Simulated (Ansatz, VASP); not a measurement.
## AlN: VASP beside Ansatz

Contents of INCAR:

```
SYSTEM = AlN
ALGO = Normal ; EDIFF = 1E-6
ENCUT = 520 ; GGA = PE
ISIF = 2 ; ISMEAR = 0
LASPH = .TRUE. ; LCHARG = .FALSE.
LREAL = .FALSE. ; LWAVE = .FALSE.
NBANDS = 16 ; NELM = 100
PREC = Accurate ; SIGMA = 0.05
```

The input KPOINTS:

```
k-points
0
G
  12 12 6
  0 0 0
```

File POSCAR:

```
AlN
1.0
    3.2043322161      0.0000000000      0.0000000000
   -1.6021661081      2.7750331013      0.0000000000
    0.0000000000      0.0000000000      5.0526700000
Al N
2 2
Direct
    0.3333333333      0.6666666667      0.0000000000
    0.6666666667      0.3333333333      0.5000000000
    0.3333333333      0.6666666667      0.3850000000
    0.6666666667      0.3333333333      0.8850000000
```

Input for Ansatz:

```yaml
crystal:
  lattice:
    - [3.2043322161, 0.0, 0.0]
    - [-1.6021661081, 2.7750331013, 0.0]
    - [0.0, 0.0, 5.05267]
  atoms:
    - { symbol: Al, position: [0.3333333333, 0.6666666667, 0.0] }
    - { symbol: Al, position: [0.6666666667, 0.3333333333, 0.5] }
    - { symbol: "N", position: [0.3333333333, 0.6666666667, 0.385] }
    - { symbol: "N", position: [0.6666666667, 0.3333333333, 0.885] }
basis:
  ecutwfc: 420
kpoints:
  mp_grid: { grid: [12, 12, 6] }
hamiltonian:
  xc: pbe
scf:
  occupations: { method: gaussian, width: 0.05 }
output:
  forces: true
  stress: true
  eigenvalues: true
```

Change from the starting cell: strain +0.030 along x and y, +0.015 along z, atoms carried along.

Alike in both runs: task single point; functional PBE; k mesh 12 × 12 × 6; occupations gaussian, width 0.05 eV; no spin polarisation.

|  | VASP | Ansatz |
| --- | --- | --- |
| version | VASP 6.6.1 | Ansatz 0.2.0 |
| potentials or method | VASP PAW PBE potentials, release 64 (Al, N), cutoff 520 eV | scalar-relativistic, plane waves, PAW |
| valence electrons in the cell | 16 | 16 |

VASP gave:

| Quantity | Value |
| --- | --- |
| gap on the k mesh at the Fermi level (eV) | 3.50 |
| least direct gap on the mesh (eV) | 3.50 |
| pressure (GPa) | -9.8 |
| traceless stress, the component that is largest in VASP (GPa) | 2.99 |
| rms of the force components (eV/Å) | 0.037 |

Problem. Estimate Ansatz's values.

Solution. gap on the k mesh at the Fermi level (eV): 3.49; least direct gap on the mesh (eV): 3.49; pressure (GPa): -9.5; traceless stress, the component that is largest in VASP (GPa): 2.93; rms of the force components (eV/Å): 0.036.

Atom by atom the forces differ by 0.000 eV/Å (rms over components).
